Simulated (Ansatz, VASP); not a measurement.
# One calculation of Si2Ni, two programs

INCAR

```
SYSTEM = Si2Ni
  PREC = Accurate
  ENCUT = 520
  EDIFF = 1E-6
  ISMEAR = -1
  SIGMA = 0.05
  LREAL = .False.
  LASPH = .True.
  NELM = 60
  ALGO = Normal
  ISIF = 2
  LWAVE = .False.
  LCHARG = .True.
  GGA = PS
  LELF = .True.
  LVHAR = .True.
  NBANDS = 16
```

Contents of KPOINTS:

```
regular mesh
0
Gamma
  11 11 11
  0 0 0
```

Contents of POSCAR:

```
Si2Ni
1.0
    0.0000000000      2.5016220880      2.5016220880
    2.5016220880      0.0000000000      2.5016220880
    2.5016220880      2.5016220880      0.0000000000
Ni Si
1 2
Direct
    0.0000000000      0.0000000000      0.0000000000
    0.2500000000      0.2500000000      0.2500000000
    0.7500000000      0.7500000000      0.7500000000
```

Input for Ansatz:

```yaml
crystal:
  lattice:
    - [0.0, 2.501622088, 2.501622088]
    - [2.501622088, 0.0, 2.501622088]
    - [2.501622088, 2.501622088, 0.0]
  atoms:
    - { symbol: Ni, position: [0.0, 0.0, 0.0] }
    - { symbol: Si, position: [0.25, 0.25, 0.25] }
    - { symbol: Si, position: [0.75, 0.75, 0.75] }
kpoints:
  mp_grid: { grid: [11, 11, 11] }
scf:
  occupations: { method: fermi_dirac, width: 0.05 }
hamiltonian:
  xc: pbesol
  pseudopotentials: { kind: all_electron, lapw: { basis_error: 0.001 } }
output:
  forces: true
  stress: true
  eigenvalues: true
  populations: true
```

Change from the starting cell: volume scaled by 0.8, LAPW.

Alike in both runs: task single point; functional PBEsol; k mesh 11 × 11 × 11; occupations fermi-dirac, width 0.05 eV; no spin polarisation.

```csv
,VASP,Ansatz
version,VASP 6.6.1,Ansatz 0.2.0
potentials or method,"VASP PAW PBE potentials, release 64 (Ni, Si), cutoff 520 eV","all-electron LAPW, scalar-relativistic"
```

|  | VASP | Ansatz | Ansatz less VASP |
| --- | --- | --- | --- |
| pressure (GPa) | 59.9 | 59.7 | -0.25 |

VASP's potentials were made for PBE, not for PBEsol. Both programs put the cell under a high pressure, so it lies far from rest at this level. Ansatz ran all-electron here, and VASP with PAW potentials.
